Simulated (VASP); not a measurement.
# Si4Sn15C (P1) in VASP: single point with PBE

Aim: the single point of Si4Sn15C with PBE.

Program: VASP 6.6.1. These are calculated values, not measurements. Logs are shortened: lines on timing, memory, paths and dates and some standing lists are left out, and cuts for length are marked.

**1. The cell of the first run**

The typed cell holds 20 atoms: a = 7.635 Å, b = 7.606 Å, c = 11.666 Å, α = 84.21°, β = 71.23°, γ = 71.15°.

**2. Single point, PBE**

INCAR reads:

```
SYSTEM = Si4Sn15C
  PREC = Accurate
  ENCUT = 520
  EDIFF = 1E-7
  ISMEAR = 0
  SIGMA = 0.1
  LREAL = Auto
  LASPH = .TRUE.
  NELM = 60
  ALGO = Normal
  ISIF = 2
  LWAVE = .FALSE.
  LCHARG = .TRUE.
  GGA = PE
  LELF = .TRUE.
  LVHAR = .TRUE.
  NBANDS = 131
  ISYM = 0
```

KPOINTS reads:

```
Automatic mesh
0
G
  3 3 2
  0 0 0
```

POSCAR reads:

```
Si4Sn15C
1.0
    3.1280310326      3.1594169926      6.2066431488
   -3.1398904718     -3.1121378861      6.1887348957
    9.3724647128     -6.2330676347      3.0658799169
C Si Sn
1 4 15
Direct
    0.7799044049      0.0253477253      0.3909464830
    0.9916393771      0.9960834864      0.0044161121
    0.3457305249      0.4856455281      0.4042994663
    0.9729088219      0.8915648695      0.8222253650
    0.6826228418      0.2957819430      0.3956482390
    0.1841967884      0.9967182124      0.6131951991
    0.0912575846      0.5288851557      0.8012620934
    0.6304763070      0.9953559979      0.7806543326
    0.3832424450      0.9967745654      0.2123292253
    0.7150348920      0.4909469133      0.5606578309
    0.4966028467      0.4996031054      0.0066547519
    0.8755348835      0.4915234122      0.2291456003
    0.6054317103      0.8925090569      0.5523692314
    0.4885523533      0.3891832533      0.7866336995
    0.3637506814      0.8904132768      0.9909878523
    0.7734494104      0.8975842070      0.2228815667
    0.1103764976      0.8708601856      0.4095297193
    0.0914830001      0.3864039315      0.5860856835
    0.8875301339      0.3621636215      0.0056341600
    0.2675910735      0.3848990443      0.2245899069
```

Potentials or basis: VASP PAW PBE potentials, release 64 (C, Si, Sn_d).

Command:

```sh
$ cat potpaw_PBE.64/C/POTCAR potpaw_PBE.64/Si/POTCAR potpaw_PBE.64/Sn_d/POTCAR > POTCAR
$ mpirun -np 1 vasp_std > vasp.out
```

OUTCAR:

```text
SYSTEM = Si4Sn15C
   PREC = Accurate
   ENCUT = 520
   EDIFF = 1E-7
   ISMEAR = 0
   LREAL = Auto
   LASPH = .TRUE.
   NELM = 60
   ISIF = 2
   GGA = PE
   ISYM = 0

 ion  position               nearest neighbor table
   1  0.780  0.025  0.391-   5 1.95  13 2.28  16 2.30  17 2.49
   2  0.992  0.996  0.004-   4 2.40  19 2.64  15 2.65  16 2.74
   3  0.346  0.486  0.404-   5 2.48  20 2.60  18 2.61  17 2.89
   4  0.973  0.892  0.822-   2 2.40   7 2.62   6 2.66   8 2.66
   5  0.683  0.296  0.396-   1 1.95   3 2.48  10 2.66  12 2.67
   6  0.184  0.997  0.613-   4 2.66  18 2.83  13 2.91  17 2.92
   7  0.091  0.529  0.801-   4 2.62  14 2.82  19 2.83  18 2.83
   8  0.630  0.995  0.781-   4 2.66  14 2.84  15 2.87  13 2.93
   9  0.383  0.997  0.212-  20 2.80  15 2.84  16 2.87  17 2.88
  10  0.715  0.491  0.561-   5 2.66  18 2.83  14 2.84  13 2.89  12 3.66
  11  0.497  0.500  0.007-  14 2.80  15 2.82  20 2.82  19 2.82
  12  0.876  0.492  0.229-   5 2.67  20 2.82  19 2.84  16 2.93  10 3.66
  13  0.605  0.893  0.552-   1 2.28  10 2.89   6 2.91   8 2.93  17 3.63  16 3.64
  14  0.489  0.389  0.787-  11 2.80   7 2.82   8 2.84  10 2.84
  15  0.364  0.890  0.991-   2 2.65  11 2.82   9 2.84   8 2.87
  16  0.773  0.898  0.223-   1 2.30   2 2.74   9 2.87  12 2.93  13 3.64
  17  0.110  0.871  0.410-   1 2.49   9 2.88   3 2.89   6 2.92  13 3.63
  18  0.091  0.386  0.586-   3 2.61   6 2.83  10 2.83   7 2.83
  19  0.888  0.362  0.006-   2 2.64  11 2.82   7 2.83  12 2.84
  20  0.268  0.385  0.225-   3 2.60   9 2.80  12 2.82  11 2.82

IMPORTANT INFORMATION: All symmetrisations will be switched off!
NOSYMM: (Re-)initialisation of all symmetry stuff for point group C_1.

----------------------------------------------------------------------------------------

                                     Primitive cell

  volume of cell :     606.9984

  direct lattice vectors                    reciprocal lattice vectors
     3.128031033  3.159416993  6.206643149     0.047831039  0.111417480  0.080296021
    -3.139890472 -3.112137886  6.188734896    -0.079691847 -0.080035434  0.080904261
     9.372464713 -6.233067635  3.065879917     0.064034315 -0.063998089  0.000305371

  length of vectors
     7.634717614  7.605573878 11.665926735     0.145427350  0.138931496  0.090533099

  position of ions in fractional coordinates (direct lattice)
     0.779904405  0.025347725  0.390946483
     0.991639377  0.996083486  0.004416112
     0.345730525  0.485645528  0.404299466
     0.972908822  0.891564870  0.822225365
     0.682622842  0.295781943  0.395648239
     0.184196788  0.996718212  0.613195199
[... 12 lines left out ...]
     0.887530134  0.362163622  0.005634160
     0.267591074  0.384899044  0.224589907

  ion indices of the primitive-cell ions
   primitive index   ion index
                 1           1
                 2           2
                 3           3
                 4           4
                 5           5
                 6           6
[... 12 lines left out ...]
                19          19
                20          20

----------------------------------------------------------------------------------------

 KPOINTS: Automatic mesh

Automatic generation of k-mesh.
 Grid dimensions read from file:
 generate k-points for:    3    3    2

 Generating k-lattice:

  Cartesian coordinates                     Fractional coordinates (reciprocal lattice)
     0.015943680  0.037139160  0.026765340     0.333333333 -0.000000000  0.000000000
    -0.026563949 -0.026678478  0.026968087     0.000000000  0.333333333  0.000000000
     0.032017157 -0.031999044  0.000152685     0.000000000 -0.000000000  0.500000000

  Length of vectors
     0.048475783  0.046310499  0.045266550

  Shift w.r.t. Gamma in fractional coordinates (k-lattice)
     0.000000000  0.000000000  0.000000000

 Subroutine IBZKPT returns following result:
 ===========================================

 Found     10 irreducible k-points:

 Following reciprocal coordinates:
            Coordinates               Weight
  0.000000  0.000000  0.000000      1.000000
  0.333333 -0.000000  0.000000      2.000000
  0.000000  0.333333  0.000000      2.000000
  0.333333  0.333333  0.000000      2.000000
 -0.333333  0.333333  0.000000      2.000000
  0.000000  0.000000  0.500000      1.000000
  0.333333  0.000000  0.500000      2.000000
  0.000000  0.333333  0.500000      2.000000
  0.333333  0.333333  0.500000      2.000000
 -0.333333  0.333333  0.500000      2.000000
   k-points           NKPTS =     10   k-points in BZ     NKDIM =     10   number of bands    NBANDS=    131
   number of dos      NEDOS =    301   number of ions     NIONS =     20
   total plane-waves  NPLWV = 324000
   dimension x,y,z NGX =    60 NGY =   60 NGZ =   90
   dimension x,y,z NGXF=   120 NGYF=  120 NGZF=  180
   ions per type =               1   4  15
   NGX,Y,Z   is equivalent  to a cutoff of  13.06, 13.12, 12.83 a.u.
   NGXF,Y,Z  is equivalent  to a cutoff of  26.13, 26.23, 25.65 a.u.
 SYSTEM =  Si4Sn15C
   PREC   = accura    normal or accurate (medium, high low for compatibility)
   ISTART =      0    job   : 0-new  1-cont  2-samecut
   ICHARG =      2    charge: 1-file 2-atom 10-const
   ISPIN  =      1    spin polarized calculation?
   LNONCOLLINEAR =      F non collinear calculations
   LSORBIT =      F    spin-orbit coupling
   LASPH  =      T    aspherical Exc in radial PAW
   ENCUT  =  520.0 eV  38.22 Ry    6.18 a.u.  14.20 14.14 21.69*2*pi/ulx,y,z
   NELM   =     60;   NELMIN=  2; NELMDL= -5     # of ELM steps
   EDIFF  = 0.1E-06   stopping-criterion for ELM
   LREAL  =      T    real-space projection
   EDIFFG = 0.1E-05   stopping-criterion for IOM
   NSW    =      0    number of steps for IOM
   IBRION =     -1    ionic relax: 0-MD 1-quasi-New 2-CG
   NFREE  =      0    steps in history (QN), initial steepest desc. (CG)
   ISIF   =      2    stress and relaxation
   ISYM   =      0    0-nonsym 1-usesym 2-fastsym
   POTIM  = 0.5000    time-step for ionic-motion
   TEBEG  =    0.0;   TEEND  =   0.0 temperature during run
   PSTRESS=    0.0 pullay stress
   NELECT =     230.0000    total number of electrons
   NUPDOWN=      -1.0000    fix difference up-down
   EMIN   =  10.00;   EMAX   =-10.00  energy-range for DOS
   EFERMI =   0.00;   METHOD = LEGACY
   ISMEAR =     0;   SIGMA  =   0.10  broadening in eV -4-tet -1-fermi 0-gaus
   EFERMI_NEDOS =   21; number of points for ismear=-14 and -15
   IALGO  =     38    algorithm
   IMIX   =      4    mixing-type and parameters
     AMIX     =   0.40;   BMIX     =  1.00
     AMIX_MAG =   1.60;   BMIX_MAG =  1.00
  volume/ion in A,a.u.               =      30.35       204.81
  Fermi-wavevector in a.u.,A,eV,Ry     =   1.184645  2.238655 19.094200  1.403384
  Thomas-Fermi vector in A             =   2.320855
   LORBIT       =      0    0 simple, 1 ext, 2 COOP (PROOUT), +10 PAW based schemes
   GGA     = PE    functional components
   LHFCALC =     F    Hartree Fock is set to
   AEXX    =    0.0000 exact exchange contribution
   IVDW    =     0    specifies the selected vdW correction
   LEPSILON=     F    determine dielectric tensor
   LRPA    =     F    only Hartree local field effects (RPA)
 non-spin polarized calculation
 Gauss-broadening in eV      SIGMA  =   0.10
  energy-cutoff  :      520.00
  volume of cell :      607.00
 maximum number of plane-waves:     16376
 NGX is ok and might be reduce to    60
   NGX = 29   NGY = 29   NGZ = 43

 number of electron     230.0000013 magnetization

 Free energy of the ion-electron system (eV)
  ---------------------------------------------------
  ext. energy  EPLUGINS =         0.00000000
  ---------------------------------------------------
  free energy    TOTEN  =       -84.08571650 eV

  energy without entropy =      -84.06099531  energy(sigma->0) =      -84.07335590

 E-fermi :   5.3862     XC(G=0):  -9.0152

 val. band max:        5.3441165009   @ k =   0.0000   0.3333   0.0000
 cond. band min:       5.4133445783   @ k =   0.0000   0.0000   0.5000
 fundamental gap:      0.0692280773
 Fermi energy:         5.3862243901

 k-point     1 :       0.0000    0.0000    0.0000
  band No.  band energies     occupation
      1     -16.1816      2.00000
      2     -16.1729      2.00000
      3     -16.1613      2.00000
      4     -16.1405      2.00000
      5     -16.1094      2.00000
      6     -16.1066      2.00000
[... 119 lines left out ...]
    126       8.0286      0.00000
    127       8.0589      0.00000

 k-point     2 :       0.3333   -0.0000    0.0000
  band No.  band energies     occupation
      1     -16.1807      2.00000
      2     -16.1726      2.00000
      3     -16.1588      2.00000
      4     -16.1418      2.00000
      5     -16.1151      2.00000
      6     -16.1069      2.00000
[... 1159 lines left out ...]
    126       7.5430      0.00000
    127       7.7593      0.00000
 [bands above 127 left out]

------------------------ aborting loop because EDIFF is reached ----------------------------------------

  FORCE on cell =-STRESS in cart. coord.  units (eV):
  Direction    XX          YY          ZZ          XY          YZ          ZX
  --------------------------------------------------------------------------------------
  -------------------------------------------------------------------------------------
  Total       -0.3234403     -0.2963259     -0.1361853     -0.0410456      0.0286469      0.0062616
  in kB       -0.8537235     -0.7821548     -0.3594622     -0.1083403      0.0756138      0.0165275
  external PRESSURE =      -0.6651135 kB  Pullay stress =       0.0000000 kB

 VOLUME and BASIS-vectors are now :
 -----------------------------------------------------------------------------
  energy-cutoff  :      520.00
  volume of cell :      607.00
      direct lattice vectors                 reciprocal lattice vectors
     3.128031033  3.159416993  6.206643149     0.047831039  0.111417480  0.080296021
    -3.139890472 -3.112137886  6.188734896    -0.079691847 -0.080035434  0.080904261
     9.372464713 -6.233067635  3.065879917     0.064034315 -0.063998089  0.000305371

 POSITION                                       TOTAL-FORCE (eV/Angst)
 -----------------------------------------------------------------------------------
      6.02411     -0.05164      6.19605        -0.026697     -0.008137      0.034515
      0.01568      0.00553     12.33279         0.000666      0.001203      0.007419
      3.34586     -2.93911      6.39089        -0.000945      0.010230     -0.002624
      7.95015     -4.82583     14.07700        -0.002136      0.006047      0.004693
      4.91474     -1.22993      7.28032         0.009021      0.006572     -0.015148
      3.19374     -6.34206      9.19165        -0.014368     -0.003845     -0.005408
[... 12 lines left out ...]
      1.69187      1.64186      7.76719        -0.009215     -0.010938     -0.023345
      1.73345     -1.75231      4.73145         0.012017      0.005122     -0.013543
 -----------------------------------------------------------------------------------
    total drift:                                0.011114      0.002877     -0.033372

  FREE ENERGIE OF THE ION-ELECTRON SYSTEM (eV)
  ---------------------------------------------------
  free  energy   TOTEN  =       -84.0857165009 eV

  energy  without entropy=      -84.0609953088  energy(sigma->0) =      -84.07335590
```

Wall time 20 min (1 thread of Intel Xeon Platinum 8488C (Sapphire Rapids), shared host); peak memory 0.94 GiB.

What came out:

| Quantity | Value |
| --- | --- |
| Free energy | -84.0857 eV |
| Pressure | -0.1 GPa |
| Largest force | 0.044 eV/Å |
| Band gap on the k mesh | zero (bands 115 and 116 overlap by 0.42 eV) |

Forces in eV/Å, atoms in the order of the input:
```
C   -0.027 -0.008  0.035
Si   0.001  0.001  0.007
Si  -0.001  0.010 -0.003
Si  -0.002  0.006  0.005
Si   0.009  0.007 -0.015
Sn  -0.014 -0.004 -0.005
Sn   0.006  0.008  0.003
Sn   0.003  0.004  0.000
Sn  -0.013 -0.021  0.008
Sn  -0.008  0.008  0.000
Sn  -0.002  0.005  0.027
Sn   0.020  0.011  0.007
Sn   0.006 -0.019 -0.017
Sn  -0.002 -0.001 -0.022
Sn   0.015  0.007 -0.009
Sn  -0.004  0.010 -0.013
Sn   0.008 -0.012  0.020
Sn   0.003 -0.007  0.010
Sn  -0.009 -0.011 -0.023
Sn   0.012  0.005 -0.014
```

Levels at points of the mesh, in eV from the Fermi level:
```
           k point  band 112  band 113  band 114  band 115  band 116  band 117  band 118  band 119
(0.00, 0.00, 0.00)     -0.59     -0.15      0.20      0.27      0.30      0.39      0.51      1.34
(0.00, 0.00, 0.50)     -0.58     -0.44     -0.22      0.03      0.26      0.35      0.77      1.27
```

Caveat: semilocal functionals underestimate gaps, and a narrow one can read as zero; spin-orbit coupling is left out, which moves the levels of the heavy elements.

The gap in the log of VASP goes by the Fermi energy; the results here count the filled bands.